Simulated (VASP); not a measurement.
# C (P6_3/mmc) in VASP: further runs

Runs on C. Level: r2SCAN. Tasks: single point.

Program: VASP 6.6.1. These are calculated values, not measurements. Logs are shortened: lines on timing, memory, paths and dates and some standing lists are left out, and cuts for length are marked.

### 1 The cell of the first run

It takes space group P6_3/mmc (No. 194, hexagonal). Conventional cell: a = 2.384 Å, b = 2.384 Å, c = 7.866 Å, α = 90.00°, β = 90.00°, γ = 120.00°. Within 2.0 Å of C (site symmetry 3m) lie 4 C at 1.46 Å. C (site symmetry 3m) has 4 C at 1.46 to 1.49 Å within 2.0 Å.

### 2 Single point, r2SCAN (strain -0.050 along x and y, -0.050 along z)

Contents of POSCAR:

```
C
1.0
    2.3843477009      0.0000000000      0.0000000000
   -1.1921738505      2.0649056805      0.0000000000
    0.0000000000      0.0000000000      7.8663083936
C
8
Direct
    0.0000000000      0.0000000000      0.0929334757
    0.0000000000      0.0000000000      0.5929334757
    0.0000000000      0.0000000000      0.4070665243
    0.0000000000      0.0000000000      0.9070665243
    0.3333333333      0.6666666667      0.1554962089
    0.6666666667      0.3333333333      0.6554962089
    0.3333333333      0.6666666667      0.3445037911
    0.6666666667      0.3333333333      0.8445037911
```

Contents of INCAR.step1:

```
PREC = Accurate ; ENCUT = 520
ISMEAR = 0 ; SIGMA = 0.05
LREAL = F ; LASPH = T
NELM = 60 ; NBANDS = 26
GGA = PE ; ALGO = Normal
EDIFF = 1E-4 ; LWAVE = T
LCHARG = F
```

Contents of INCAR.step2:

```
PREC = Accurate ; ENCUT = 520
EDIFF = 1E-7 ; ISMEAR = 0
SIGMA = 0.05 ; LREAL = F
LASPH = T ; NELM = 60
ALGO = Normal ; ISIF = 2
LWAVE = F ; LCHARG = F
METAGGA = R2SCAN ; LMIXTAU = T
NBANDS = 26 ; ISTART = 1
```

Contents of KPOINTS:

```
Automatic mesh
0
Gamma
  12 12 4
```

Potentials or basis: VASP PAW PBE potentials, release 64 (C).

On the command line:

```bash
cat potpaw_PBE.64/C/POTCAR > POTCAR
cp INCAR.step1 INCAR
mpirun -np 1 vasp_std > vasp.out
cp INCAR.step2 INCAR
mpirun -np 1 vasp_std > vasp.out
```

OUTCAR:

```text
PREC = Accurate
   ENCUT = 520
   EDIFF = 1E-7
   ISMEAR = 0
   LREAL = F
   LASPH = T
   NELM = 60
   ISIF = 2
   METAGGA = R2SCAN
   ISTART = 1

 ion  position               nearest neighbor table
   1  0.000  0.000  0.093-   5 1.46   5 1.46   5 1.46   4 1.46
   2  0.000  0.000  0.593-   6 1.46   6 1.46   6 1.46   3 1.46
   3  0.000  0.000  0.407-   7 1.46   7 1.46   7 1.46   2 1.46
   4  0.000  0.000  0.907-   8 1.46   8 1.46   8 1.46   1 1.46
   5  0.333  0.667  0.155-   1 1.46   1 1.46   1 1.46   7 1.49
   6  0.667  0.333  0.655-   2 1.46   2 1.46   2 1.46   8 1.49
   7  0.333  0.667  0.345-   3 1.46   3 1.46   3 1.46   5 1.49
   8  0.667  0.333  0.845-   4 1.46   4 1.46   4 1.46   6 1.49

  LATTYP: Found a hexagonal cell.
 ALAT       =     2.3843477009
 C/A-ratio  =     3.2991448314

  Lattice vectors:

 A1 = (   2.3843477009,   0.0000000000,   0.0000000000)
 A2 = (  -1.1921738505,   2.0649056805,   0.0000000000)
 A3 = (   0.0000000000,   0.0000000000,   7.8663083936)

Analysis of symmetry for initial positions (statically):
=====================================================================
 Subroutine PRICEL returns:
 Original cell was already a primitive cell.

 Routine SETGRP: Setting up the symmetry group for a
 hexagonal supercell.

 Subroutine GETGRP returns: Found 24 space group operations
 (whereof 12 operations were pure point group operations)
 out of a pool of 24 trial point group operations.

The static configuration has the point symmetry D_3d.
 The point group associated with its full space group is D_6h.

Analysis of symmetry for dynamics (positions and initial velocities):
=====================================================================
 Subroutine PRICEL returns:
 Original cell was already a primitive cell.

 Routine SETGRP: Setting up the symmetry group for a
 hexagonal supercell.

 Subroutine GETGRP returns: Found 24 space group operations
 (whereof 12 operations were pure point group operations)
 out of a pool of 24 trial point group operations.

The dynamic configuration has the point symmetry D_3d.
 The point group associated with its full space group is D_6h.

 Subroutine INISYM returns: Found 24 space group operations
 (whereof 12 operations are pure point group operations),
 and found     1 'primitive' translations

----------------------------------------------------------------------------------------

                                     Primitive cell

  volume of cell :      38.7294

  direct lattice vectors                    reciprocal lattice vectors
     2.384347701  0.000000000  0.000000000     0.419401918  0.242141811  0.000000000
    -1.192173850  2.064905680  0.000000000     0.000000000  0.484283621  0.000000000
     0.000000000  0.000000000  7.866308394     0.000000000  0.000000000  0.127124434

  length of vectors
     2.384347701  2.384347701  7.866308394     0.484283621  0.484283621  0.127124434

  position of ions in fractional coordinates (direct lattice)
     0.000000000  0.000000000  0.092933476
     0.000000000  0.000000000  0.592933476
     0.000000000  0.000000000  0.407066524
     0.000000000  0.000000000  0.907066524
     0.333333333  0.666666667  0.155496209
     0.666666667  0.333333333  0.655496209
     0.333333333  0.666666667  0.344503791
     0.666666667  0.333333333  0.844503791

  ion indices of the primitive-cell ions
   primitive index   ion index
                 1           1
                 2           2
                 3           3
                 4           4
                 5           5
                 6           6
                 7           7
                 8           8

----------------------------------------------------------------------------------------

 KPOINTS: Automatic mesh

Automatic generation of k-mesh.
 Grid dimensions read from file:
 generate k-points for:   12   12    4

 Generating k-lattice:

  Cartesian coordinates                     Fractional coordinates (reciprocal lattice)
     0.034950160  0.020178484  0.000000000     0.083333333  0.000000000  0.000000000
     0.000000000  0.040356968  0.000000000     0.000000000  0.083333333  0.000000000
     0.000000000  0.000000000  0.031781108     0.000000000  0.000000000  0.250000000

  Length of vectors
     0.040356968  0.040356968  0.031781108

  Shift w.r.t. Gamma in fractional coordinates (k-lattice)
     0.000000000  0.000000000  0.000000000

 Subroutine IBZKPT returns following result:
 ===========================================

 Found     57 irreducible k-points:

 Following reciprocal coordinates:
            Coordinates               Weight
  0.000000  0.000000  0.000000      1.000000
  0.083333  0.000000  0.000000      6.000000
  0.166667  0.000000  0.000000      6.000000
  0.250000 -0.000000  0.000000      6.000000
  0.333333 -0.000000  0.000000      6.000000
  0.416667  0.000000  0.000000      6.000000
[... 16 lines left out ...]
  0.250000 -0.000000  0.250000     12.000000
  0.333333 -0.000000  0.250000     12.000000
 [... further k-points ...]
   k-points           NKPTS =     57   k-points in BZ     NKDIM =     57   number of bands    NBANDS=     26
   number of dos      NEDOS =    301   number of ions     NIONS =      8
   total plane-waves  NPLWV =  19440
   dimension x,y,z NGX =    18 NGY =   18 NGZ =   60
   dimension x,y,z NGXF=    36 NGYF=   36 NGZF=  120
   ions per type =               8
   NGX,Y,Z   is equivalent  to a cutoff of  12.55, 12.55, 12.68 a.u.
   NGXF,Y,Z  is equivalent  to a cutoff of  25.10, 25.10, 25.36 a.u.
 SYSTEM =  unknown system
   PREC   = accura    normal or accurate (medium, high low for compatibility)
   ISTART =      1    job   : 0-new  1-cont  2-samecut
   ICHARG =      0    charge: 1-file 2-atom 10-const
   ISPIN  =      1    spin polarized calculation?
   LNONCOLLINEAR =      F non collinear calculations
   LSORBIT =      F    spin-orbit coupling
   LASPH  =      T    aspherical Exc in radial PAW
   ENCUT  =  520.0 eV  38.22 Ry    6.18 a.u.   4.43  4.43 14.63*2*pi/ulx,y,z
   NELM   =     60;   NELMIN=  2; NELMDL=  0     # of ELM steps
   EDIFF  = 0.1E-06   stopping-criterion for ELM
   LREAL  =      F    real-space projection
   EDIFFG = 0.1E-05   stopping-criterion for IOM
   NSW    =      0    number of steps for IOM
   IBRION =     -1    ionic relax: 0-MD 1-quasi-New 2-CG
   NFREE  =      0    steps in history (QN), initial steepest desc. (CG)
   ISIF   =      2    stress and relaxation
   ISYM   =      2    0-nonsym 1-usesym 2-fastsym
   POTIM  = 0.5000    time-step for ionic-motion
   TEBEG  =    0.0;   TEEND  =   0.0 temperature during run
   PSTRESS=    0.0 pullay stress
   NELECT =      32.0000    total number of electrons
   NUPDOWN=      -1.0000    fix difference up-down
   EMIN   =  10.00;   EMAX   =-10.00  energy-range for DOS
   EFERMI =   0.00;   METHOD = LEGACY
   ISMEAR =     0;   SIGMA  =   0.05  broadening in eV -4-tet -1-fermi 0-gaus
   EFERMI_NEDOS =   21; number of points for ismear=-14 and -15
   IALGO  =     38    algorithm
   IMIX   =      4    mixing-type and parameters
     AMIX     =   0.40;   BMIX     =  1.00
     AMIX_MAG =   1.60;   BMIX_MAG =  1.00
  volume/ion in A,a.u.               =       4.84        32.67
  Fermi-wavevector in a.u.,A,eV,Ry     =   1.536189  2.902976 32.108058  2.359876
  Thomas-Fermi vector in A             =   2.642872
   LORBIT       =      0    0 simple, 1 ext, 2 COOP (PROOUT), +10 PAW based schemes
   METAGGA = R2SCAN    functional components
   LHFCALC =     F    Hartree Fock is set to
   AEXX    =    0.0000 exact exchange contribution
   IVDW    =     0    specifies the selected vdW correction
   LEPSILON=     F    determine dielectric tensor
   LRPA    =     F    only Hartree local field effects (RPA)
 non-spin polarized calculation
 Gauss-broadening in eV      SIGMA  =   0.05
  energy-cutoff  :      520.00
  volume of cell :       38.73
 maximum number of plane-waves:      1091
 NGX is ok and might be reduce to    18
   NGX =  9   NGY =  9   NGZ = 29

 number of electron      32.0000008 magnetization

 Free energy of the ion-electron system (eV)
  ---------------------------------------------------
  ext. energy  EPLUGINS =         0.00000000
  ---------------------------------------------------
  free energy    TOTEN  =       -76.83441862 eV

  energy without entropy =      -76.83441862  energy(sigma->0) =      -76.83441862

 E-fermi :  12.5899     XC(G=0): -15.1446

 val. band max:       12.3305338104   @ k =   0.0000   0.0000   0.0000
 cond. band min:      17.5070241068   @ k =   0.4167   0.0000   0.0000
 fundamental gap:      5.1764902964
 Fermi energy:        12.5899442884

 k-point     1 :       0.0000    0.0000    0.0000
  band No.  band energies     occupation
      1     -12.8731      2.00000
      2     -10.9651      2.00000
      3     -10.8421      2.00000
      4      -6.0659      2.00000
      5      -3.8415      2.00000
      6       4.1598      2.00000
[... 18 lines left out ...]
     25      22.4210      0.00000
     26      22.6246      0.00000

 k-point     2 :       0.0833    0.0000    0.0000
  band No.  band energies     occupation
      1     -12.6737      2.00000
      2     -10.7681      2.00000
      3     -10.6460      2.00000
      4      -5.8895      2.00000
      5      -3.6502      2.00000
      6       4.2663      2.00000
[... 18 lines left out ...]
     25      22.6383      0.00000
     26      23.1775      0.00000

 k-point     3 :       0.1667    0.0000    0.0000
  band No.  band energies     occupation
      1     -12.0775      2.00000
      2     -10.1794      2.00000
      3     -10.0602      2.00000
      4      -5.3623      2.00000
      5      -3.0867      2.00000
      6       4.5085      2.00000
[... 572 lines left out ...]
 k-point    23 :       0.2500   -0.0000    0.2500
  band No.  band energies     occupation
      1     -10.9677      2.00000
      2      -9.9944      2.00000
      3      -8.0785      2.00000
      4      -5.4181      2.00000
      5      -1.1043      2.00000
      6       2.5026      2.00000
[... 18 lines left out ...]
     25      24.1922      0.00000
     26      26.0997      0.00000

 k-point    24 :       0.3333   -0.0000    0.2500
  band No.  band energies     occupation
      1      -9.6047      2.00000
      2      -8.6445      2.00000
      3      -6.7651      2.00000
      4      -4.1875      2.00000
      5      -0.7036      2.00000
      6       0.2873      2.00000
[... 18 lines left out ...]
     25      24.6022      0.00000
     26      26.9606      0.00000

 [... further k-points ...]

------------------------ aborting loop because EDIFF is reached ----------------------------------------

  FORCE on cell =-STRESS in cart. coord.  units (eV):
  Direction    XX          YY          ZZ          XY          YZ          ZX
  --------------------------------------------------------------------------------------
  -------------------------------------------------------------------------------------
  Total       22.5799228     22.5799228     22.7184841     -0.0000000      0.0000000      0.0000000
  in kB      934.0976068    934.0976069    939.8296809     -0.0000000      0.0000000      0.0000000
  external PRESSURE =     936.0082982 kB  Pullay stress =       0.0000000 kB

 VOLUME and BASIS-vectors are now :
 -----------------------------------------------------------------------------
  energy-cutoff  :      520.00
  volume of cell :       38.73
      direct lattice vectors                 reciprocal lattice vectors
     2.384347701  0.000000000  0.000000000     0.419401918  0.242141811  0.000000000
    -1.192173850  2.064905680  0.000000000     0.000000000  0.484283621  0.000000000
     0.000000000  0.000000000  7.866308394     0.000000000  0.000000000  0.127124434

 POSITION                                       TOTAL-FORCE (eV/Angst)
 -----------------------------------------------------------------------------------
      0.00000      0.00000      0.73104        -0.000000      0.000000     -0.067857
      0.00000      0.00000      4.66420         0.000000      0.000000     -0.067857
      0.00000      0.00000      3.20211        -0.000000     -0.000000      0.067857
      0.00000      0.00000      7.13527         0.000000     -0.000000      0.067857
     -0.00000      1.37660      1.22318         0.000000     -0.000000      0.164413
      1.19217      0.68830      5.15634        -0.000000      0.000000      0.164413
     -0.00000      1.37660      2.70997         0.000000     -0.000000     -0.164413
      1.19217      0.68830      6.64313         0.000000      0.000000     -0.164413
 -----------------------------------------------------------------------------------
    total drift:                                0.000000      0.000000      0.000000

  FREE ENERGIE OF THE ION-ELECTRON SYSTEM (eV)
  ---------------------------------------------------
  free  energy   TOTEN  =       -76.8344186199 eV

  energy  without entropy=      -76.8344186199  energy(sigma->0) =      -76.83441862
```

Wall time 3.4 min (1 thread of Intel Xeon Platinum 8375C at 2.90GHz (Ice Lake), shared host); peak memory 0.17 GiB.

What came out:

```yaml
Free_energy: -76.8344 eV
Pressure: 93.6 GPa
Largest_force: 0.164 eV/Å
Band_gap_on_the_k_mesh: 5.18 eV (least direct gap 5.88 eV)
```

Forces on the atoms (eV/Å):
```
C    0.000  0.000 -0.068
C    0.000  0.000 -0.068
C    0.000  0.000  0.068
C    0.000  0.000  0.068
C    0.000  0.000  0.164
C    0.000  0.000  0.164
C    0.000  0.000 -0.164
C    0.000  0.000 -0.164
```

Stress tensor (GPa, compression positive):
```
93.41  0.00  0.00
 0.00 93.41  0.00
 0.00  0.00 93.98
```

Caveat: the cell differs from its parent crystal (strain -0.050 along x and y, -0.050 along z); the cell stands under pressure; the PAW data sets were made with another functional, which shifts forces and pressure a little. A k mesh can miss the band edges.

### 3 Single point, r2SCAN (strain -0.050 along x and y, -0.025 along z)

Edit POSCAR of step 2 so:

```diff
@@ -4,3 +4,3 @@
    -1.1921738505      2.0649056805      0.0000000000
-    0.0000000000      0.0000000000      7.8663083936
+    0.0000000000      0.0000000000      8.0733165092
 C
```

Contents of INCAR.step1:

```
SYSTEM = C
PREC     = Accurate       ! precision mode
ENCUT    = 520            ! plane-wave cutoff, eV
ISMEAR   = 0              ! smearing method
SIGMA    = 0.05           ! smearing width, eV
LREAL    = .FALSE.        ! projectors in reciprocal space
LASPH    = .TRUE.         ! aspherical terms in the spheres
NELM     = 80             ! most SCF steps
NBANDS   = 26             ! bands
GGA      = PE             ! functional
ALGO     = Normal         ! electronic algorithm
EDIFF    = 1E-4           ! SCF threshold, eV
LWAVE    = .TRUE.         ! write WAVECAR
LCHARG   = .FALSE.        ! write CHGCAR
```

Contents of INCAR.step2:

```
SYSTEM = C
PREC     = Accurate       ! precision mode
ENCUT    = 520            ! plane-wave cutoff, eV
EDIFF    = 1E-6           ! SCF threshold, eV
ISMEAR   = 0              ! smearing method
SIGMA    = 0.05           ! smearing width, eV
LREAL    = .FALSE.        ! projectors in reciprocal space
LASPH    = .TRUE.         ! aspherical terms in the spheres
NELM     = 80             ! most SCF steps
ALGO     = Normal         ! electronic algorithm
ISIF     = 2              ! what is computed and relaxed
LWAVE    = .FALSE.        ! write WAVECAR
LCHARG   = .FALSE.        ! write CHGCAR
METAGGA  = R2SCAN         ! meta-GGA
LMIXTAU  = .TRUE.       
NBANDS   = 26             ! bands
ISTART   = 1
```

Contents of KPOINTS:

```
Automatic mesh
0
G
  12 12 4
  0 0 0
```

Potentials or basis: VASP PAW PBE potentials, release 64 (C).

On the command line:

```bash
cat potpaw_PBE.64/C/POTCAR > POTCAR
cp INCAR.step1 INCAR
mpirun -np 1 vasp_std > vasp.out
cp INCAR.step2 INCAR
mpirun -np 1 vasp_std > vasp.out
```

OUTCAR:

```text
SYSTEM = C
   PREC = Accurate
   ENCUT = 520
   EDIFF = 1E-6
   ISMEAR = 0
   LREAL = .FALSE.
   LASPH = .TRUE.
   NELM = 80
   ISIF = 2
   METAGGA = R2SCAN
   ISTART = 1

 ion  position               nearest neighbor table
   1  0.000  0.000  0.093-   5 1.47   5 1.47   5 1.47   4 1.50
   2  0.000  0.000  0.593-   6 1.47   6 1.47   6 1.47   3 1.50
   3  0.000  0.000  0.407-   7 1.47   7 1.47   7 1.47   2 1.50
   4  0.000  0.000  0.907-   8 1.47   8 1.47   8 1.47   1 1.50
   5  0.333  0.667  0.155-   1 1.47   1 1.47   1 1.47   7 1.53
   6  0.667  0.333  0.655-   2 1.47   2 1.47   2 1.47   8 1.53
[... 913 lines left out ...]
  Total       22.1855799     22.1855799     11.4090620     -0.0000000     -0.0000000      0.0000000
  in kB      894.2513031    894.2513032    459.8738743     -0.0000000     -0.0000000      0.0000000
  external PRESSURE =     749.4588269 kB  Pullay stress =       0.0000000 kB

 VOLUME and BASIS-vectors are now :
 -----------------------------------------------------------------------------
  energy-cutoff  :      520.00
  volume of cell :       39.75
      direct lattice vectors                 reciprocal lattice vectors
     2.384347701  0.000000000  0.000000000     0.419401918  0.242141811  0.000000000
    -1.192173850  2.064905680  0.000000000     0.000000000  0.484283621  0.000000000
     0.000000000  0.000000000  8.073316509     0.000000000  0.000000000  0.123864833

 POSITION                                       TOTAL-FORCE (eV/Angst)
 -----------------------------------------------------------------------------------
      0.00000      0.00000      0.75028         0.000000      0.000000     -0.255312
      0.00000      0.00000      4.78694        -0.000000     -0.000000     -0.255312
      0.00000      0.00000      3.28638         0.000000      0.000000      0.255312
      0.00000      0.00000      7.32304        -0.000000     -0.000000      0.255312
     -0.00000      1.37660      1.25537        -0.000000      0.000000      0.374950
      1.19217      0.68830      5.29203         0.000000      0.000000      0.374950
     -0.00000      1.37660      2.78129        -0.000000     -0.000000     -0.374950
      1.19217      0.68830      6.81795         0.000000      0.000000     -0.374950
 -----------------------------------------------------------------------------------
    total drift:                                0.000000     -0.000000     -0.000000

  FREE ENERGIE OF THE ION-ELECTRON SYSTEM (eV)
  ---------------------------------------------------
  free  energy   TOTEN  =       -77.2773986023 eV

  energy  without entropy=      -77.2773986023  energy(sigma->0) =      -77.27739860
```

OUTCAR.step1:

```text
SYSTEM = C
   PREC = Accurate
   ENCUT = 520
   ISMEAR = 0
   LREAL = .FALSE.
   LASPH = .TRUE.
[... 944 lines left out ...]
      1.19217      0.68830      5.29203         0.000000     -0.000000      0.425805
     -0.00000      1.37660      2.78129        -0.000000      0.000000     -0.425805
      1.19217      0.68830      6.81795         0.000000      0.000000     -0.425805
 -----------------------------------------------------------------------------------
    total drift:                                0.000000     -0.000000     -0.000000

  FREE ENERGIE OF THE ION-ELECTRON SYSTEM (eV)
  ---------------------------------------------------
  free  energy   TOTEN  =       -71.2771590133 eV

  energy  without entropy=      -71.2771590133  energy(sigma->0) =      -71.27715901
```

It took 2.4 min on 1 thread of Intel Xeon Platinum 8375C at 2.90GHz (Ice Lake), shared host; peak memory 0.17 GiB.

Results:

```yaml
Free_energy: -77.2774 eV
Pressure: 74.9 GPa
Largest_force: 0.375 eV/Å
Band_gap_on_the_k_mesh: 5.26 eV (least direct gap 5.32 eV)
```

Forces on the atoms (eV/Å):
```
C    0.000  0.000 -0.255
C    0.000  0.000 -0.255
C    0.000  0.000  0.255
C    0.000  0.000  0.255
C    0.000  0.000  0.375
C    0.000  0.000  0.375
C    0.000  0.000 -0.375
C    0.000  0.000 -0.375
```

Caveat: the cell differs from its parent crystal (strain -0.050 along x and y, -0.025 along z); the cell stands under pressure; the PAW data sets were made with another functional, which shifts forces and pressure a little. A k mesh can miss the band edges.

(Part 1 of 2 ends here.)
